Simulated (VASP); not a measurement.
Input of a VASP 6.6.1 run:

INCAR

```
SYSTEM = ZnO
  PREC = Accurate
  ENCUT = 520
  EDIFF = 1E-6
  ISMEAR = 0
  SIGMA = 0.02
  LREAL = .FALSE.
  LASPH = .TRUE.
  NELM = 100
  ALGO = Normal
  ISIF = 2
  LWAVE = .FALSE.
  LCHARG = .FALSE.
  GGA = PS
  NBANDS = 26
```

KPOINTS

```
Automatic mesh
0
G
  9 9 6
  0 0 0
```

The input POSCAR:

```
ZnO
1.0
    3.4062147063      0.0000000000      0.0000000000
   -1.7031073531      2.9498684664      0.0000000000
    0.0000000000      0.0000000000      4.9865933880
Zn O
2 2
Direct
    0.3333333333      0.6666666667      0.0057650179
    0.6666666667      0.3333333333      0.5057650179
    0.3333333333      0.6666666667      0.3763349821
    0.6666666667      0.3333333333      0.8763349821
```

Potentials or basis: VASP PAW PBE potentials, release 64 (Zn, O).

Command:

```sh
$ cat potpaw_PBE.64/Zn/POTCAR potpaw_PBE.64/O/POTCAR > POTCAR
$ mpirun -np 1 vasp_std > vasp.out
```

(1) What does it give for the largest force?

(2) Estimate the pressure.

(3) Predict the band gap on the k mesh.

Answers

(1) 1.458 eV/Å.

(2) -3.7 GPa.

(3) 0.60 eV, direct.

Caveat: the cell differs from its parent crystal (strained); the PAW data sets were made with another functional, which shifts forces and pressure a little.
